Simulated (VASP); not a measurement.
A run of VASP 6.6.1:

Contents of INCAR:

```
PREC = Accurate
ENCUT = 520
EDIFF = 1E-6
ISMEAR = 0
SIGMA = 0.15
LREAL = F
LASPH = T
NELM = 80
ALGO = Fast
ISIF = 2
LWAVE = F
LCHARG = T
GGA = PS
LELF = T
LVHAR = T
NBANDS = 18
```

KPOINTS

```
regular mesh
0
Gamma
  18 18 6
```

Contents of POSCAR:

```
Al3Cu
1.0
    2.7796830098      0.0000000000      0.0000000000
    0.0000000000      2.7796830098      0.0000000000
    0.0000000000      0.0000000000      7.6029571177
Al Cu
3 1
Direct
    0.0000000000      0.0000000000      0.5000000000
    0.5000000000      0.5000000000      0.2206884206
    0.5000000000      0.5000000000      0.7793115794
    0.0000000000      0.0000000000     -0.0263055541
```

Potentials or basis: VASP PAW PBE potentials, release 64 (Al, Cu).

The run is started by

```console
$ cat potpaw_PBE.64/Al/POTCAR potpaw_PBE.64/Cu/POTCAR > POTCAR
$ mpirun -np 1 vasp_std > vasp.out
```

Hardware: 1 thread of AMD EPYC 9R45 96-Core Processor (Zen 5), on a shared host.

Problem. Estimate the wall time of this run.

Solution. Wall time 3.6 min on 1 thread of AMD EPYC 9R45 96-Core Processor (Zen 5), with other jobs on the host, peak memory 0.31 GiB. Counts: scf iterations 20, k points 220.
